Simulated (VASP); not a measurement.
Wanted: the native input for a VASP 6.6.1 run.

```yaml
Task: single point
Functional: PBE
Potentials_or_basis: VASP PAW PBE potentials, release 64 (Ge_d)
Cutoff: 520 eV
k_mesh: 8 × 8 × 8
Occupations: gaussian, width 0.1 eV
Spin: no spin polarisation
Dipole_correction: no
Further_INCAR_settings: ALGO = Normal; EDIFF = 1e-06; NBANDS = 66
```

The structure of Ge lies in POSCAR:

```
Ge
1.0
    5.4183391302      0.0000000000      0.0000000000
    0.0000000000      5.4183391302      0.0000000000
    0.0000000000      0.0000000000      5.4183391302
Ge
8
Direct
    0.5000000000      0.5000000000      0.5000000000
    0.0000000000      0.0000000000      0.0000000000
    0.2500000000      0.0000000000      0.5000000000
    0.5000000000      0.2500000000      0.0000000000
    0.5000000000      0.7500000000      0.0000000000
    0.7500000000      0.0000000000      0.5000000000
    0.0000000000      0.5000000000      0.7500000000
    0.0000000000      0.5000000000      0.2500000000
```

These files were run (other wordings do the same):

INCAR

```
PREC = Accurate
ENCUT = 520
EDIFF = 1E-6
ISMEAR = 0
SIGMA = 0.1
LREAL = False
LASPH = True
NELM = 100
ALGO = Normal
ISIF = 2
LWAVE = False
LCHARG = False
GGA = PE
NBANDS = 66
```

KPOINTS

```
Automatic mesh
0
Gamma
  8 8 8
```

Potentials or basis: VASP PAW PBE potentials, release 64 (Ge_d).

Command:

```console
$ cat potpaw_PBE.64/Ge_d/POTCAR > POTCAR
$ mpirun -np 1 vasp_std > vasp.out
```

It gave:

The pressure is 0.1 GPa. The band gap on the k mesh is zero (band 56 reaches 7.17 eV, above the bottom of band 57 at 5.36 eV).

Run time: 5.5 min on 1 thread of Intel(R) Xeon(R) Platinum 8259CL CPU @ 2.50GHz (Skylake/Cascade Lake) (shared host), peak memory 0.38 GiB.
